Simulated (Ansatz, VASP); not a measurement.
Two plane-wave programs on Hf

```
CELL_PARAMETERS angstrom
0.00000 3.23782 3.33544
3.23782 0.00000 3.33544
3.23782 3.23782 0.00000
ATOMIC_POSITIONS crystal
Hf 0.00000 0.00000 0.00000
Hf 0.25000 0.25000 0.25000
```

Change from the starting cell: z stretched by +2 % at fixed volume, PAW files.

Alike in both runs: task electric field gradients; functional PBE; k mesh 10 × 10 × 10; occupations fermi-dirac, width 0.03 eV; no spin polarisation.

```csv
,VASP,Ansatz
version,VASP 6.6.1,Ansatz 0.2.0
potentials or method,"VASP PAW PBE potentials, release 64 (Hf_pv)","PAW with Ansatz's default frozen-core files, scalar-relativistic"
plane-wave cutoff (eV),520,420
valence electrons in the cell,20,52
```

Ansatz gave:

- pressure (GPa): 0.0
- traceless stress, the component that is largest in VASP (GPa): 1.49
- size of Vzz on the site where it differs most (V/Å²): 1.2

**Question.** Which values does VASP return?

**Answer.** Pressure (GPa): -0.3; traceless stress, the component that is largest in VASP (GPa): 1.47; size of Vzz on the site where it differs most (V/Å²): 4.5.

The functional is the same, so the differences come from potentials, cutoffs and numerics. VASP's potentials hold 20 valence electrons a cell and Ansatz's 52, so a difference there can come from the potentials and not from the codes.

Spin-orbit coupling is off throughout.
